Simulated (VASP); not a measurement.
Wanted: the native input for a VASP 6.6.1 run.

```yaml
Task: single point
Functional: LDA
Potentials_or_basis: VASP PAW LDA potentials, release 64 (Se)
Cutoff: 520 eV
k_mesh: 9 × 9 × 6
Occupations: methfessel-paxton, width 0.1 eV
Spin: no spin polarisation
Dipole_correction: no
Further_INCAR_settings: ALGO = Normal; EDIFF = 1e-06; NBANDS = 16
```

The structure of Se lies in POSCAR:

```
Se
1.0
    3.9534579885      0.0000000000      0.0000000000
   -1.9767289943      3.4237950508      0.0000000000
    0.0000000000      0.0000000000      5.1205317866
Se
3
Direct
    0.2543546533      1.0000000000      0.3333333333
    1.0000000000      0.2543546533      0.6666666667
    0.7456453467      0.7456453467      1.0000000000
```

These files were run (other wordings do the same):

INCAR

```
PREC = Accurate
ENCUT = 520
EDIFF = 1E-6
ISMEAR = 1
SIGMA = 0.1
LREAL = F
LASPH = T
NELM = 60
ALGO = Normal
ISIF = 2
LWAVE = F
LCHARG = T
LELF = T
LVHAR = T
NBANDS = 16
```

KPOINTS

```
Automatic mesh
0
Gamma
  9 9 6
```

Potentials or basis: VASP PAW LDA potentials, release 64 (Se).

The run is started by

```bash
$ cat potpaw_LDA.64/Se/POTCAR > POTCAR
$ mpirun -np 1 vasp_std > vasp.out
```

It gave:

| Quantity | Value |
| --- | --- |
| Pressure | 0.2 GPa |
| Largest force | 0.052 eV/Å |
| Band gap on the k mesh | 0.28 eV, direct |

It took 21 s on 1 thread of Intel(R) Xeon(R) 6975P-C (Granite Rapids) (shared host), peak memory 0.18 GiB.
